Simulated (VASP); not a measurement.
MgB2:

```xyz
3
Lattice="0.0000 2.4195 2.4195 2.4195 0.0000 2.4195 2.4195 2.4195 0.0000" Properties=species:S:1:pos:R:3 pbc="T T T"
Mg    0.0000    0.0000    0.0000
B     1.2098    1.2098    1.2098
B     3.6293    3.6293    3.6293
```

```yaml
Program: VASP 6.6.1
Task: relaxation of cell and atoms
Functional: PBE
Potentials_or_basis: VASP PAW PBE potentials, release 64 (Mg, B)
Cutoff: 600 eV
k_mesh: 6 × 6 × 6
Occupations: gaussian, width 0.1 eV
Spin: no spin polarisation
```

At the start: pressure 37.2 GPa; volume 9.44 Å³/atom.

Where does the relaxation end?

Over 3 steps the energy falls by 270.4 meV/atom and the volume is 12.35 Å³/atom (+30.8 %); space group Fm-3m (No. 225, to 0.05 Å).

The path:
| step | energy change (eV) | largest force (eV/Å) | pressure (GPa) | volume (Å³) |
| --- | --- | --- | --- | --- |
| 1 | 0.0000 | 0.0000 | 37.18 | 28.33 |
| 2 | -0.8035 | 0.0000 | -2.16 | 38.30 |
| 3 | -0.8111 | 0.0000 | 0.28 | 37.04 |

Final structure:
```
CELL_PARAMETERS angstrom
0.00000 2.64573 2.64573
2.64573 0.00000 2.64573
2.64573 2.64573 0.00000
ATOMIC_POSITIONS crystal
Mg 0.00000 0.00000 0.00000
B 0.25000 0.25000 0.25000
B 0.75000 0.75000 0.75000
```

Caveat: the k points lie up to 0.34 Å⁻¹ apart in the final cell; the volume moved by over 15 % at a fixed basis, so the end points are rough.
